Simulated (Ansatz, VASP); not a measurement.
# SrCl2 in VASP and in Ansatz

The input INCAR:

```
PREC = Accurate ; ENCUT = 520
EDIFF = 1E-6 ; ISMEAR = 0
SIGMA = 0.05 ; LREAL = F
LASPH = T ; NELM = 100
ALGO = Normal ; ISIF = 2
LWAVE = F ; LCHARG = F
GGA = PE ; NBANDS = 19
```

KPOINTS

```
Automatic mesh
0
Gamma
  6 6 6
```

Contents of POSCAR:

```
SrCl2
1.0
    0.0000000000      3.3696996596      3.5927737770
    3.3696996596      0.0000000000      3.5927737770
    3.3696996596      3.3696996596      0.0000000000
Sr Cl
1 2
Direct
    0.0000000000      0.0000000000      0.0000000000
    0.2500000000      0.2500000000      0.2500000000
    0.7500000000      0.7500000000      0.7500000000
```

Input for Ansatz:

```yaml
crystal:
  lattice:
    - [0.0, 3.3696996596, 3.592773777]
    - [3.3696996596, 0.0, 3.592773777]
    - [3.3696996596, 3.3696996596, 0.0]
  atoms:
    - { symbol: Sr, position: [0.0, 0.0, 0.0] }
    - { symbol: Cl, position: [0.25, 0.25, 0.25] }
    - { symbol: Cl, position: [0.75, 0.75, 0.75] }
basis:
  ecutwfc: 420
kpoints:
  mp_grid: { grid: [6, 6, 6] }
hamiltonian:
  xc: pbe
scf:
  occupations: { method: gaussian, width: 0.05 }
output:
  forces: true
  stress: true
  eigenvalues: true
```

Alike in both runs: task single point; functional PBE; k mesh 6 × 6 × 6; occupations gaussian, width 0.05 eV; no spin polarisation.

```csv
,VASP,Ansatz
version,VASP 6.6.1,Ansatz 0.2.0
potentials or method,"VASP PAW PBE potentials, release 64 (Sr_sv, Cl), cutoff 520 eV","scalar-relativistic, plane waves, PAW"
valence electrons in the cell,24,24
```

|  | VASP | Ansatz | Ansatz less VASP |
| --- | --- | --- | --- |
| gap on the k mesh at the Fermi level (eV) | 5.14 | 5.14 | +0.006 |
| least direct gap on the mesh (eV) | 5.29 | 5.30 | +0.003 |
| pressure (GPa) | 2.8 | 2.7 | -0.10 |
| traceless stress, the component that is largest in VASP (GPa) | -2.30 | -2.32 | -0.015 |

The functional is the same, so the differences come from potentials, cutoffs and numerics.
